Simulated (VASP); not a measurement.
# TiO2: single point with PBE

The system is TiO2.

```xyz
9
Lattice="5.5822 0.0000 0.0000 -2.7911 4.8343 0.0000 0.0000 0.0000 6.0825" Properties=species:S:1:pos:R:3 pbc="T T T"
Ti    2.6065    0.0000    2.0275
Ti   -1.3033    2.2573    4.0550
Ti    1.4878    2.5770    0.0000
O     0.8672    4.1161    0.7339
O     3.6583    0.7182    3.3210
O     0.3400    2.0253    4.7889
O     3.1311    2.8091    5.3485
O    -1.2072    3.5273    2.7614
O     1.5840    1.3071    1.2936
```

* Program: VASP 6.6.1
* Task: single point
* Functional: PBE
* Potentials or basis: VASP PAW PBE potentials, release 64 (Ti_sv, O)
* Cutoff: 520 eV
* k mesh: 6 × 6 × 5
* Occupations: gaussian, width 0.014 eV
* Spin: no spin polarisation
* Dipole correction: no
* Further INCAR settings: ALGO = Normal; EDIFF = 1e-06; NBANDS = 46

The pressure is 1.9 GPa, the largest force is 0.092 eV/Å and the band gap on the k mesh is 3.61 eV (least direct gap 3.62 eV).

Forces on the atoms (eV/Å):
```
Ti  -0.003  0.000  0.000
Ti   0.001 -0.002  0.000
Ti   0.001  0.002  0.000
O    0.042  0.071 -0.041
O    0.042 -0.071  0.041
O    0.041 -0.072 -0.041
O    0.041  0.072  0.041
O   -0.082  0.001 -0.041
O   -0.082 -0.001  0.041
```

Levels at points of the mesh, in eV from the valence-band top:
```csv
k point,band 32,band 33,band 34,band 35,band 36,band 37,band 38,band 39,band 40,band 41
"(0.00, 0.00, 0.00)",-0.80,-0.80,-0.29,-0.28,-0.28,3.62,4.19,4.19,4.61,4.61
"(0.50, 0.00, 0.00)",-0.80,-0.77,-0.76,-0.16,0.00,3.85,3.86,4.17,4.79,5.25
```

Run time: 8.2 min on 1 thread of Intel Xeon 8259CL (shared host), peak memory 0.36 GiB.

A k mesh can miss the band edges.
